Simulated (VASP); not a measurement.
# Sn: single point with r2SCAN

Sn:

```
Sn
1.0
    -0.01563    3.28065    3.28065
     3.28065   -0.01563    3.28065
     3.28065    3.28065   -0.01563
Sn
2
Direct
  0.99946 0.99946 0.99946
  0.25054 0.25054 0.25054
```

This cell differs from its parent crystal: epitaxial 111 strain +0.4%.

```json
{
  "Program": "VASP 6.6.1",
  "Task": "single point",
  "Functional": "r2SCAN",
  "Potentials or basis": "VASP PAW PBE potentials, release 64 (Sn_d)",
  "Cutoff": "520 eV",
  "k mesh": "6 × 6 × 6",
  "Occupations": "fermi-dirac, width 0.02 eV",
  "Spin": "no spin polarisation"
}
```

```yaml
Pressure: -0.2 GPa
Band_gap_on_the_k_mesh: zero (filled and empty bands touch)
```

Stress tensor (GPa, compression positive):
```
-0.18  0.07  0.07
 0.07 -0.18  0.07
 0.07  0.07 -0.18
```

Levels at points of the mesh, in eV from the Fermi level:
| k point | band 11 | band 12 | band 13 | band 14 | band 15 | band 16 | band 17 | band 18 |
| --- | --- | --- | --- | --- | --- | --- | --- | --- |
| (0.00, 0.00, 0.00) | -10.85 | -0.64 | -0.01 | -0.01 | 0.06 | 2.22 | 2.22 | 2.24 |
| (0.50, 0.00, 0.00) | -9.22 | -6.44 | -1.21 | -1.17 | 0.08 | 3.36 | 3.37 | 5.98 |
| (0.50, 0.50, 0.00) | -7.71 | -7.71 | -2.56 | -2.51 | 0.93 | 1.00 | 7.88 | 7.92 |
| (0.50, 0.50, 0.50) | -9.19 | -6.41 | -1.23 | -1.23 | -0.01 | 3.33 | 3.33 | 5.93 |

It took 2.2 min on 1 thread of Intel(R) Xeon(R) Platinum 8259CL CPU @ 2.50GHz (Skylake/Cascade Lake) (shared host), peak memory 0.22 GiB.

Caveat: the cell differs from its parent crystal (epitaxial 111 strain +0.4%); the PAW data sets were made with another functional, which shifts forces and pressure a little; spin-orbit coupling is left out, which moves the levels of the heavy elements.
